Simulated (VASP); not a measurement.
# BeTlMo (P6_3/mmc) in VASP: notebook

The runs below take BeTlMo through relaxation of cell and atoms, single point, with PBE.

All numbers are computed with VASP 6.6.1; they aren't measurements. Logs are shortened: lines on timing, memory, paths and dates and some standing lists are left out, and cuts for length are marked.

## 1. The cell of the first run

It takes space group P6_3/mmc (No. 194, hexagonal). Conventional cell: a = 4.501 Å, b = 4.501 Å, c = 5.659 Å, α = 90.00°, β = 90.00°, γ = 120.00°. Be (site symmetry -3m) has 2 Be at 2.83 Å and 6 Tl at 2.96 Å and 6 Mo at 2.96 Å within 3.7 Å. Tl (site symmetry -6m2) has 5 Mo at 2.60 to 2.83 Å and 6 Be at 2.96 Å within 3.4 Å. Within 3.4 Å of Mo (site symmetry -6m2) lie 5 Tl at 2.60 to 2.83 Å and 6 Be at 2.96 Å.

## 2. Relaxation of cell and atoms, PBE

INCAR reads:

```
SYSTEM = BeTlMo
  PREC = Accurate
  ENCUT = 600
  EDIFF = 1E-6
  ISMEAR = 0
  SIGMA = 0.1
  LREAL = .FALSE.
  LASPH = .TRUE.
  NELM = 80
  ALGO = Normal
  ISIF = 3
  LWAVE = .FALSE.
  LCHARG = .FALSE.
  GGA = PE
  IBRION = 2
  NSW = 90
  EDIFFG = -0.04
```

KPOINTS reads:

```
regular mesh
0
G
  6 6 4
  0 0 0
```

POSCAR reads:

```
BeTlMo
1.0
    4.5010385612      0.0000000000      0.0000000000
   -2.2505192807      3.8980137375      0.0000000000
    0.0000000000      0.0000000000      5.6592945940
Be Tl Mo
2 2 2
Direct
    0.0000000000      0.0000000000      0.0000000000
    0.0000000000      0.0000000000      0.5000000000
    0.3333333333      0.6666666667      0.2500000000
    0.6666666667      0.3333333333      0.7500000000
    0.3333333333      0.6666666667      0.7500000000
    0.6666666667      0.3333333333      0.2500000000
```

Potentials or basis: VASP PAW PBE potentials, release 64 (Be, Tl_d, Mo_sv).

Command:

```bash
$ cat potpaw_PBE.64/Be/POTCAR potpaw_PBE.64/Tl_d/POTCAR potpaw_PBE.64/Mo_sv/POTCAR > POTCAR
$ mpirun -np 1 vasp_std > vasp.out
```

OUTCAR:

```text
SYSTEM = BeTlMo
   PREC = Accurate
   ENCUT = 600
   EDIFF = 1E-6
   ISMEAR = 0
   LREAL = .FALSE.
   LASPH = .TRUE.
   NELM = 80
   ISIF = 3
   GGA = PE
   IBRION = 2
   NSW = 90
   EDIFFG = -0.04

 ion  position               nearest neighbor table
   1  0.000  0.000  0.000-   3 2.96   4 2.96   4 2.96   3 2.96   4 2.96   3 2.96
   2  0.000  0.000  0.500-   3 2.96   4 2.96   4 2.96   3 2.96   4 2.96   3 2.96
   3  0.333  0.667  0.250-   6 2.60   6 2.60   6 2.60   5 2.83   5 2.83   1 2.96   2 2.96   2 2.96
                             1 2.96   2 2.96   1 2.96   4 3.84   4 3.84   4 3.84   4 3.84   4 3.84
   4  0.667  0.333  0.750-   5 2.60   5 2.60   5 2.60   6 2.83   6 2.83   1 2.96   2 2.96   1 2.96
                             2 2.96   1 2.96   2 2.96   3 3.84   3 3.84   3 3.84   3 3.84   3 3.84
   5  0.333  0.667  0.750-   4 2.60   4 2.60   4 2.60   3 2.83   3 2.83
   6  0.667  0.333  0.250-   3 2.60   3 2.60   3 2.60   4 2.83   4 2.83

  LATTYP: Found a hexagonal cell.
 ALAT       =     4.5010385612
 C/A-ratio  =     1.2573308398

  Lattice vectors:

 A1 = (   4.5010385612,   0.0000000000,   0.0000000000)
 A2 = (  -2.2505192807,   3.8980137375,   0.0000000000)
 A3 = (   0.0000000000,   0.0000000000,   5.6592945940)

Analysis of symmetry for initial positions (statically):
=====================================================================
 Subroutine PRICEL returns:
 Original cell was already a primitive cell.

 Routine SETGRP: Setting up the symmetry group for a
 hexagonal supercell.

 Subroutine GETGRP returns: Found 24 space group operations
 (whereof 12 operations were pure point group operations)
 out of a pool of 24 trial point group operations.

The static configuration has the point symmetry D_3d.
 The point group associated with its full space group is D_6h.

Analysis of symmetry for dynamics (positions and initial velocities):
=====================================================================
 Subroutine PRICEL returns:
 Original cell was already a primitive cell.

 Routine SETGRP: Setting up the symmetry group for a
 hexagonal supercell.

 Subroutine GETGRP returns: Found 24 space group operations
 (whereof 12 operations were pure point group operations)
 out of a pool of 24 trial point group operations.

The dynamic configuration has the point symmetry D_3d.
 The point group associated with its full space group is D_6h.

 Subroutine INISYM returns: Found 24 space group operations
 (whereof 12 operations are pure point group operations),
 and found     1 'primitive' translations

----------------------------------------------------------------------------------------

                                     Primitive cell

  volume of cell :      99.2929

  direct lattice vectors                    reciprocal lattice vectors
     4.501038561  0.000000000  0.000000000     0.222170947  0.128270456  0.000000000
    -2.250519281  3.898013737  0.000000000     0.000000000  0.256540912  0.000000000
     0.000000000  0.000000000  5.659294594     0.000000000  0.000000000  0.176700467

  length of vectors
     4.501038561  4.501038561  5.659294594     0.256540912  0.256540912  0.176700467

  position of ions in fractional coordinates (direct lattice)
     0.000000000  0.000000000  0.000000000
     0.000000000  0.000000000  0.500000000
     0.333333333  0.666666667  0.250000000
     0.666666667  0.333333333  0.750000000
     0.333333333  0.666666667  0.750000000
     0.666666667  0.333333333  0.250000000

  ion indices of the primitive-cell ions
   primitive index   ion index
                 1           1
                 2           2
                 3           3
                 4           4
                 5           5
                 6           6

----------------------------------------------------------------------------------------

 KPOINTS: regular mesh

Automatic generation of k-mesh.
 Grid dimensions read from file:
 generate k-points for:    6    6    4

 Generating k-lattice:

  Cartesian coordinates                     Fractional coordinates (reciprocal lattice)
     0.037028491  0.021378409  0.000000000     0.166666667  0.000000000  0.000000000
     0.000000000  0.042756819  0.000000000     0.000000000  0.166666667  0.000000000
     0.000000000  0.000000000  0.044175117     0.000000000  0.000000000  0.250000000

  Length of vectors
     0.042756819  0.042756819  0.044175117

  Shift w.r.t. Gamma in fractional coordinates (k-lattice)
     0.000000000  0.000000000  0.000000000

 Subroutine IBZKPT returns following result:
 ===========================================

 Found     21 irreducible k-points:

 Following reciprocal coordinates:
            Coordinates               Weight
  0.000000  0.000000  0.000000      1.000000
  0.166667 -0.000000  0.000000      6.000000
  0.333333  0.000000  0.000000      6.000000
  0.500000 -0.000000  0.000000      3.000000
  0.166667  0.166667  0.000000      6.000000
  0.333333  0.166667  0.000000     12.000000
[... 13 lines left out ...]
  0.333333  0.166667  0.500000     12.000000
  0.333333  0.333333  0.500000      2.000000
   k-points           NKPTS =     21   k-points in BZ     NKDIM =     21   number of bands    NBANDS=     34
   number of dos      NEDOS =    301   number of ions     NIONS =      6
   total plane-waves  NPLWV =  62208
   dimension x,y,z NGX =    36 NGY =   36 NGZ =   48
   dimension x,y,z NGXF=    72 NGYF=   72 NGZF=   96
   ions per type =               2   2   2
   NGX,Y,Z   is equivalent  to a cutoff of  13.30, 13.30, 14.10 a.u.
   NGXF,Y,Z  is equivalent  to a cutoff of  26.59, 26.59, 28.20 a.u.
 SYSTEM =  BeTlMo
   PREC   = accura    normal or accurate (medium, high low for compatibility)
   ISTART =      0    job   : 0-new  1-cont  2-samecut
   ICHARG =      2    charge: 1-file 2-atom 10-const
   ISPIN  =      1    spin polarized calculation?
   LNONCOLLINEAR =      F non collinear calculations
   LSORBIT =      F    spin-orbit coupling
   LASPH  =      T    aspherical Exc in radial PAW
   ENCUT  =  600.0 eV  44.10 Ry    6.64 a.u.   8.99  8.99 11.30*2*pi/ulx,y,z
   NELM   =     80;   NELMIN=  2; NELMDL= -5     # of ELM steps
   EDIFF  = 0.1E-05   stopping-criterion for ELM
   LREAL  =      F    real-space projection
   EDIFFG = -.4E-01   stopping-criterion for IOM
   NSW    =     90    number of steps for IOM
   IBRION =      2    ionic relax: 0-MD 1-quasi-New 2-CG
   NFREE  =      1    steps in history (QN), initial steepest desc. (CG)
   ISIF   =      3    stress and relaxation
   ISYM   =      2    0-nonsym 1-usesym 2-fastsym
   POTIM  = 0.5000    time-step for ionic-motion
   TEBEG  =    0.0;   TEEND  =   0.0 temperature during run
   PSTRESS=    0.0 pullay stress
   NELECT =      58.0000    total number of electrons
   NUPDOWN=      -1.0000    fix difference up-down
   EMIN   =  10.00;   EMAX   =-10.00  energy-range for DOS
   EFERMI =   0.00;   METHOD = LEGACY
   ISMEAR =     0;   SIGMA  =   0.10  broadening in eV -4-tet -1-fermi 0-gaus
   EFERMI_NEDOS =   21; number of points for ismear=-14 and -15
   IALGO  =     38    algorithm
   IMIX   =      4    mixing-type and parameters
     AMIX     =   0.40;   BMIX     =  1.00
     AMIX_MAG =   1.60;   BMIX_MAG =  1.00
  volume/ion in A,a.u.               =      16.55       111.68
  Fermi-wavevector in a.u.,A,eV,Ry     =   1.368500  2.586089 25.480873  1.872791
  Thomas-Fermi vector in A             =   2.494458
   LORBIT       =      0    0 simple, 1 ext, 2 COOP (PROOUT), +10 PAW based schemes
   GGA     = PE    functional components
   LHFCALC =     F    Hartree Fock is set to
   AEXX    =    0.0000 exact exchange contribution
   IVDW    =     0    specifies the selected vdW correction
   LEPSILON=     F    determine dielectric tensor
   LRPA    =     F    only Hartree local field effects (RPA)
 conjugate gradient relaxation of ions
 non-spin polarized calculation
 Gauss-broadening in eV      SIGMA  =   0.10
  energy-cutoff  :      600.00
  volume of cell :       99.29
 maximum number of plane-waves:      3348
 NGX is ok and might be reduce to    36
   NGX = 17   NGY = 17   NGZ = 23

--------------------------------------- Ionic step        1  -------------------------------------------

 number of electron      58.0000006 magnetization

 Free energy of the ion-electron system (eV)
  ---------------------------------------------------
  ext. energy  EPLUGINS =         0.00000000
  ---------------------------------------------------
  free energy    TOTEN  =       -26.32687001 eV

  energy without entropy =      -26.28422664  energy(sigma->0) =      -26.30554833

------------------------ aborting loop because EDIFF is reached ----------------------------------------

  FORCE on cell =-STRESS in cart. coord.  units (eV):
  Direction    XX          YY          ZZ          XY          YZ          ZX
  --------------------------------------------------------------------------------------
  -------------------------------------------------------------------------------------
  Total        8.5520703      8.5520703     -3.6359502     -0.0000000      0.0000000      0.0000000
  in kB      137.9950303    137.9950303    -58.6691919     -0.0000000      0.0000000      0.0000000
  external PRESSURE =      72.4402896 kB  Pullay stress =       0.0000000 kB

 VOLUME and BASIS-vectors are now :
 -----------------------------------------------------------------------------
  energy-cutoff  :      600.00
  volume of cell :       99.29
      direct lattice vectors                 reciprocal lattice vectors
     4.501038561  0.000000000  0.000000000     0.222170947  0.128270456  0.000000000
    -2.250519281  3.898013737  0.000000000     0.000000000  0.256540912  0.000000000
     0.000000000  0.000000000  5.659294594     0.000000000  0.000000000  0.176700467
[... 121 lines left out ...]
 POSITION                                       TOTAL-FORCE (eV/Angst)
 -----------------------------------------------------------------------------------
      0.00000      0.00000      5.41949         0.000000     -0.000000     -0.000000
      0.00000      0.00000      2.70975         0.000000     -0.000000     -0.000000
     -0.00000      2.71457      1.35487         0.000000     -0.000000      0.000000
      2.35088      1.35728      4.06462        -0.000000      0.000000     -0.000000
     -0.00000      2.71457      4.06462         0.000000     -0.000000      0.000000
      2.35088      1.35728      1.35487         0.000000      0.000000     -0.000000
 -----------------------------------------------------------------------------------
    total drift:                               -0.000000      0.000000     -0.000000

  FREE ENERGIE OF THE ION-ELECTRON SYSTEM (eV)
  ---------------------------------------------------
  free  energy   TOTEN  =       -26.7387503782 eV

  energy  without entropy=      -26.7034184092  energy(sigma->0) =      -26.72108439

--------------------------------------- Ionic step        5  -------------------------------------------

 number of electron      58.0000012 magnetization

 Free energy of the ion-electron system (eV)
  ---------------------------------------------------
  ext. energy  EPLUGINS =         0.00000000
  ---------------------------------------------------
  free energy    TOTEN  =       -26.74744431 eV

  energy without entropy =      -26.71124771  energy(sigma->0) =      -26.72934601

 E-fermi :   8.4459     XC(G=0): -11.3486

 val. band max:        8.4282536430   @ k =   0.3333   0.1667   0.2500
 cond. band min:       8.4552683550   @ k =   0.1667  -0.0000   0.0000
 fundamental gap:      0.0270147120
 Fermi energy:         8.4458608477

 k-point     1 :       0.0000    0.0000    0.0000
  band No.  band energies     occupation
      1     -52.2120      2.00000
      2     -52.2083      2.00000
      3     -26.4748      2.00000
      4     -26.4323      2.00000
      5     -26.3165      2.00000
      6     -26.3165      2.00000
[... 788 lines left out ...]
 POSITION                                       TOTAL-FORCE (eV/Angst)
 -----------------------------------------------------------------------------------
      0.00000      0.00000      0.00000         0.000000      0.000000      0.000000
      0.00000      0.00000      2.73404         0.000000      0.000000      0.000000
     -0.00000      2.71550      1.36702        -0.000000      0.000000     -0.000000
      2.35169      1.35775      4.10107         0.000000     -0.000000      0.000000
     -0.00000      2.71550      4.10107        -0.000000     -0.000000      0.000000
      2.35169      1.35775      1.36702         0.000000     -0.000000      0.000000
 -----------------------------------------------------------------------------------
    total drift:                               -0.000000      0.000000     -0.000000

  FREE ENERGIE OF THE ION-ELECTRON SYSTEM (eV)
  ---------------------------------------------------
  free  energy   TOTEN  =       -26.7474443118 eV

  energy  without entropy=      -26.7112477074  energy(sigma->0) =      -26.72934601

 reached required accuracy - stopping structural energy minimisation
```

Run time: 2.3 min. Hardware: 1 thread of Intel Xeon 6975P-C (Granite Rapids), shared host; peak memory 0.3 GiB.

What came out:

```
Free energy                           : -26.7474 eV
Relaxed volume                        : 17.46 Å³/atom
Relaxed cell                          : a = 4.703 Å, b = 4.703 Å, c = 5.468 Å, α = 90.00°, β = 90.00°, γ = 120.00°
Space group after relaxing (to 0.1 Å) : P6_3/mmc (No. 194)
Energy gained by relaxing             : 70.1 meV/atom
Ionic steps                           : 5
Pressure after relaxing               : -0.2 GPa
Band gap on the k mesh                : zero (bands 29 and 30 overlap by 0.70 eV)
```

Step by step:
```
step  energy change (eV)  largest force (eV/Å)  pressure (GPa)  volume (Å³)
   1              0.0000                0.0000            7.24        99.29
   2             -0.3154                0.0000           -5.03       110.10
   3             -0.3981                0.0000           -2.11       106.44
   4             -0.4119                0.0000            1.14       103.76
   5             -0.4206                0.0000           -0.16       104.76
```

Final structure:
```cif
data_structure
_symmetry_space_group_name_H-M 'P 1'
_symmetry_Int_Tables_number 1
_cell_length_a 4.7034
_cell_length_b 4.7034
_cell_length_c 5.4681
_cell_angle_alpha 90.000
_cell_angle_beta 90.000
_cell_angle_gamma 120.000
_cell_volume 104.76
loop_
_atom_site_label
_atom_site_type_symbol
_atom_site_fract_x
_atom_site_fract_y
_atom_site_fract_z
_atom_site_occupancy
Be1 Be 0.00000 0.00000 0.00000 1
Be2 Be 0.00000 0.00000 0.50000 1
Tl1 Tl 0.33333 0.66667 0.25000 1
Tl2 Tl 0.66667 0.33333 0.75000 1
Mo1 Mo 0.33333 0.66667 0.75000 1
Mo2 Mo 0.66667 0.33333 0.25000 1
```

Caveat: spin-orbit coupling is left out, which moves the levels of the heavy elements.

## 3. Single point, PBE

This run uses another cell than the first one, of 17.41 Å³/atom.

INCAR reads:

```
  ALGO = Fast
  EDIFF = 1E-6
  ENCUT = 520
  GGA = PE
  ISIF = 2
  ISMEAR = 0
  LASPH = T
  LCHARG = T
  LELF = T
  LREAL = F
  LVHAR = T
  LWAVE = F
  NBANDS = 38
  NELM = 80
  PREC = Accurate
  SIGMA = 0.1
```

KPOINTS reads:

```
k-points
0
Gamma
  12 12 8
```

Changes to POSCAR since step 2:

```diff
@@ -2,5 +2,5 @@
 1.0
-    4.5010385612      0.0000000000      0.0000000000
-   -2.2505192807      3.8980137375      0.0000000000
-    0.0000000000      0.0000000000      5.6592945940
+    4.6997671611      0.0000000000      0.0000000000
+   -2.3498835806      4.0701177534      0.0000000000
+    0.0000000000      0.0000000000      5.4621550546
 Be Tl Mo
```

Potentials or basis: VASP PAW PBE potentials, release 64 (Be, Tl_d, Mo_sv).

Command:

```bash
$ cat potpaw_PBE.64/Be/POTCAR potpaw_PBE.64/Tl_d/POTCAR potpaw_PBE.64/Mo_sv/POTCAR > POTCAR
$ mpirun -np 1 vasp_std > vasp.out
```

It took 2.5 min on 1 thread of Intel Xeon 6975P-C (Granite Rapids), shared host; peak memory 0.46 GiB.

It converged, with:

- Free energy: -26.7621 eV
- Pressure: 0.1 GPa
- Band gap on the k mesh: zero (bands 29 and 30 overlap by 0.70 eV)

Levels at points of the mesh, in eV from the Fermi level:
```csv
k point,band 26,band 27,band 28,band 29,band 30,band 31,band 32,band 33
"(0.00, 0.00, 0.00)",-0.71,-0.63,-0.63,-0.32,-0.32,0.39,1.67,3.00
"(0.50, 0.00, 0.00)",-1.23,-0.45,-0.44,-0.27,-0.23,0.53,1.59,1.64
"(0.00, 0.00, 0.50)",-2.36,0.04,0.04,0.04,0.04,0.41,0.41,3.20
"(0.50, 0.00, 0.50)",-2.07,-0.52,-0.52,-0.29,-0.29,0.54,0.54,1.74
```

Caveat: spin-orbit coupling is left out, which moves the levels of the heavy elements.
